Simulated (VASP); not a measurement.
# NiO (F-43m) in VASP: a series of runs, part 2 of 2

VASP 6.6.1. Earlier steps stand in the parts before.

### Step 5. Single point, r2SCAN, collinear spin, ferromagnetic start

This run uses another cell than the first one, of 11.25 Å³/atom, 0.962 times its volume.

File POSCAR:

```
NiO
1.0
    0.0000000000      2.2409531277      2.2409531277
    2.2409531277      0.0000000000      2.2409531277
    2.2409531277      2.2409531277      0.0000000000
Ni O
1 1
Direct
    0.0000000000      0.0000000000      0.0000000000
    0.2500000000      0.2500000000      0.2500000000
```

File INCAR.step1:

```
  ALGO = Normal
  EDIFF = 1E-4
  ENCUT = 520
  GGA = PE
  ISMEAR = 0
  ISPIN = 2
  LASPH = True
  LCHARG = False
  LMAXMIX = 4
  LREAL = False
  LWAVE = True
  MAGMOM = 2 0
  NBANDS = 19
  NELM = 150
  PREC = Accurate
  SIGMA = 0.05
```

File INCAR.step2:

```
  ALGO = Normal
  EDIFF = 1E-6
  ENCUT = 520
  ISIF = 2
  ISMEAR = 0
  ISPIN = 2
  ISTART = 1
  LASPH = True
  LCHARG = False
  LMAXMIX = 4
  LMIXTAU = True
  LORBIT = 11
  LREAL = False
  LWAVE = False
  MAGMOM = 2 0
  METAGGA = R2SCAN
  NBANDS = 19
  NELM = 150
  PREC = Accurate
  SIGMA = 0.05
```

File KPOINTS:

```
k-points
0
Gamma
  12 12 12
```

Potentials or basis: VASP PAW PBE potentials, release 64 (Ni, O).

Command:

```console
$ cat potpaw_PBE.64/Ni/POTCAR potpaw_PBE.64/O/POTCAR > POTCAR
$ cp INCAR.step1 INCAR
$ mpirun -np 1 vasp_std > vasp.out
$ cp INCAR.step2 INCAR
$ mpirun -np 1 vasp_std > vasp.out
```

OUTCAR:

```text
EDIFF = 1E-6
   ENCUT = 520
   ISIF = 2
   ISMEAR = 0
   ISPIN = 2
   ISTART = 1
   LASPH = True
   LORBIT = 11
   LREAL = False
   METAGGA = R2SCAN
   NELM = 150
   PREC = Accurate

 ion  position               nearest neighbor table
   1  0.000  0.000  0.000-   2 1.94   2 1.94   2 1.94   2 1.94
   2  0.250  0.250  0.250-   1 1.94   1 1.94   1 1.94   1 1.94

  LATTYP: Found a face centered cubic cell.
 ALAT       =     4.4819062554

  Lattice vectors:

 A1 = (   0.0000000000,   2.2409531277,   2.2409531277)
 A2 = (   2.2409531277,   0.0000000000,   2.2409531277)
 A3 = (   2.2409531277,   2.2409531277,   0.0000000000)

Analysis of symmetry for initial positions (statically):
=====================================================================
 Subroutine PRICEL returns:
 Original cell was already a primitive cell.

 Routine SETGRP: Setting up the symmetry group for a
 face centered cubic supercell.

 Subroutine GETGRP returns: Found 24 space group operations
 (whereof 24 operations were pure point group operations)
 out of a pool of 48 trial point group operations.

[... 717 lines left out ...]
 k-point     1 :       0.0000    0.0000    0.0000
  band No.  band energies     occupation
      1     -14.9529      1.00000
      2       0.4154      1.00000
      3       0.4154      1.00000
      4       0.4155      1.00000
      5       3.7154      1.00000
      6       3.7158      1.00000
[... 517 lines left out ...]
     18      33.7231      0.00000
     19      34.3489      0.00000

 [... further k-points ...]
[... 5 lines left out ...]
  --------------------------------------------------------------------------------------
  -------------------------------------------------------------------------------------
  Total       -0.6537414     -0.6537414     -0.6537414      0.0000000     -0.0000000     -0.0000000
  in kB      -46.5359124    -46.5359124    -46.5359124      0.0000000     -0.0000000     -0.0000000
  external PRESSURE =     -46.5359124 kB  Pullay stress =       0.0000000 kB

 VOLUME and BASIS-vectors are now :
 -----------------------------------------------------------------------------
  energy-cutoff  :      520.00
  volume of cell :       22.51
      direct lattice vectors                 reciprocal lattice vectors
     0.000000000  2.240953128  2.240953128    -0.223119348  0.223119348  0.223119348
     2.240953128  0.000000000  2.240953128     0.223119348 -0.223119348  0.223119348
     2.240953128  2.240953128  0.000000000     0.223119348  0.223119348 -0.223119348

 POSITION                                       TOTAL-FORCE (eV/Angst)
 -----------------------------------------------------------------------------------
      0.00000      0.00000      0.00000         0.000000      0.000000      0.000000
      1.12048      1.12048      1.12048        -0.000000     -0.000000     -0.000000
 -----------------------------------------------------------------------------------
    total drift:                                0.000022      0.000022      0.000022

  FREE ENERGIE OF THE ION-ELECTRON SYSTEM (eV)
  ---------------------------------------------------
  free  energy   TOTEN  =       -19.6020209875 eV

  energy  without entropy=      -19.5997510254  energy(sigma->0) =      -19.60088601

 total charge

# of ion       s       p       d       tot
------------------------------------------
    1        0.384   0.491   8.211   9.086
    2        1.557   3.457   0.000   5.015
--------------------------------------------------
tot          1.941   3.948   8.211  14.100

 magnetization (x)

# of ion       s       p       d       tot
------------------------------------------
    1       -0.002   0.032   1.576   1.605
    2        0.019   0.346   0.000   0.365
--------------------------------------------------
tot          0.017   0.378   1.576   1.970
```

OSZICAR.step1:

```text
N       E                     dE             d eps       ncg     rms          rms(c)
DAV:   1     0.888883165222E+02    0.88888E+02   -0.73903E+03  5712   0.102E+03
DAV:   2    -0.842309122781E+01   -0.97311E+02   -0.84578E+02  5638   0.233E+02
DAV:   3    -0.145559936681E+02   -0.61329E+01   -0.58899E+01  6408   0.603E+01
DAV:   4    -0.146190773214E+02   -0.63084E-01   -0.63024E-01  6032   0.588E+00
DAV:   5    -0.146202968952E+02   -0.12196E-02   -0.12195E-02  6055   0.834E-01    0.168E+01
DAV:   6    -0.139149046933E+02    0.70539E+00   -0.22223E+01  6330   0.754E+01    0.242E+01
DAV:   7    -0.116205871462E+02    0.22943E+01   -0.99300E+00  6399   0.617E+01    0.694E+00
DAV:   8    -0.116069362796E+02    0.13651E-01   -0.34299E-01  6182   0.554E+00    0.368E+00
DAV:   9    -0.115957018293E+02    0.11234E-01   -0.55249E-02  7254   0.361E+00    0.127E+00
DAV:  10    -0.115966433572E+02   -0.94153E-03   -0.79249E-03  5904   0.814E-01    0.450E-01
DAV:  11    -0.115960230518E+02    0.62031E-03   -0.48686E-03  7118   0.126E+00    0.989E-02
DAV:  12    -0.115960641441E+02   -0.41092E-04   -0.55685E-04  5642   0.248E-01
   1 F= -.11596064E+02 E0= -.11594752E+02  d E =-.262480E-02  mag=     1.9110
```

Run time: 1.8 min. Hardware: 1 thread of Intel Xeon 6975P-C (Granite Rapids), shared host; peak memory 0.19 GiB.

Results:

- Free energy: -19.6020 eV
- Pressure: -4.7 GPa
- Band gap on the k mesh: zero (filled and empty bands overlap)
- Net moment: 2.00 μB per cell
- Site moments: Ni +1.60; O +0.36 μB
- Valence electrons inside the program's atomic spheres: Ni 9.09; O 5.01

Caveat: the PAW data sets were made with another functional, which shifts forces and pressure a little; a cell with one magnetic atom can't hold antiferromagnetic order, which such compounds often take; semilocal functionals often make such compounds metallic where correlation or magnetic order opens a gap, which also shifts bond lengths.

### Step 6. Overview

| level | cell | gap on the mesh (eV) | pressure (GPa) | moment (μB) |
| --- | --- | --- | --- | --- |
| PBE | a = 3.211 Å, angles 60.0°, 2 atoms | none | -4.9 | 1.97 |
| PBE | a = 3.241 Å, angles 60.0°, 2 atoms | none | -8.3 | 1.99 |
| PBE | a = 3.271 Å, angles 60.0°, 2 atoms | none | -11.1 | 2.00 |
| r2SCAN | a = 3.169 Å, angles 60.0°, 2 atoms | none | -4.7 | 2.00 |

Alike in all rows: task single point; potentials or basis VASP PAW PBE potentials, release 64 (Ni, O); spin collinear, ferromagnetic start; k mesh 12 × 12 × 12; cutoff (eV) 520; smearing gaussian 0.05 eV.

Caveats: a cell with one magnetic atom can't hold antiferromagnetic order, which such compounds often take; semilocal functionals often make such compounds metallic where correlation or magnetic order opens a gap, which also shifts bond lengths; the PAW data sets were made with another functional, which shifts forces and pressure a little (some runs).

Total energies depend on the potentials used, so only differences within one code and one set of settings carry meaning.
